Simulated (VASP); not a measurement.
Here is a VASP 6.6.1 calculation.

The input POSCAR:

```
SiO2
1.0
    4.8948468147      0.0000000000      0.0000000000
   -2.4474234074      4.2390616892      0.0000000000
    0.0000000000      0.0000000000      5.4819614303
Si O
3 6
Direct
    0.0000000000      0.5000000000      0.3333333333
    0.5000000000      0.5000000000      0.6666666667
    0.5000000000      0.0000000000      0.0000000000
    0.5974463374      0.7987231687      0.8333333333
    0.7987231687      0.5974463374      0.5000000000
    0.7987231687      0.2012768313      0.1666666667
    0.4025536626      0.2012768313      0.8333333333
    0.2012768313      0.4025536626      0.5000000000
    0.2012768313      0.7987231687      0.1666666667
```

INCAR.step1

```
SYSTEM = SiO2
ALGO = Normal
EDIFF = 1E-4
ENCUT = 520
GGA = PE
ISMEAR = 0
LASPH = .True.
LCHARG = .False.
LREAL = .False.
LWAVE = .True.
NBANDS = 34
NELM = 80
PREC = Accurate
SIGMA = 0.02
```

INCAR.step2

```
SYSTEM = SiO2
ALGO = Normal
EDIFF = 1E-6
ENCUT = 520
ISIF = 2
ISMEAR = 0
ISTART = 1
LASPH = .True.
LCHARG = .False.
LMIXTAU = .True.
LREAL = .False.
LWAVE = .False.
METAGGA = R2SCAN
NBANDS = 34
NELM = 80
PREC = Accurate
SIGMA = 0.02
```

Contents of KPOINTS:

```
k-points
0
Gamma
  6 6 4
  0 0 0
```

Potentials or basis: VASP PAW PBE potentials, release 64 (Si, O).

Command:

```bash
$ cat potpaw_PBE.64/Si/POTCAR potpaw_PBE.64/O/POTCAR > POTCAR
$ cp INCAR.step1 INCAR
$ mpirun -np 1 vasp_std > vasp.out
$ cp INCAR.step2 INCAR
$ mpirun -np 1 vasp_std > vasp.out
```

Problem. Estimate the pressure.

Solution. 12.2 GPa.

Problem. What does it give for the largest force?

Solution. 0.015 eV/Å.

Problem. What does it give for the band gap on the k mesh?

Solution. 6.48 eV (least direct gap 6.59 eV).

Stress tensor (GPa, compression positive):
```
12.22  0.00  0.00
 0.00 12.22  0.00
 0.00  0.00 12.30
```

Caveat: the cell stands under pressure; the PAW data sets were made with another functional, which shifts forces and pressure a little. A k mesh can miss the band edges.
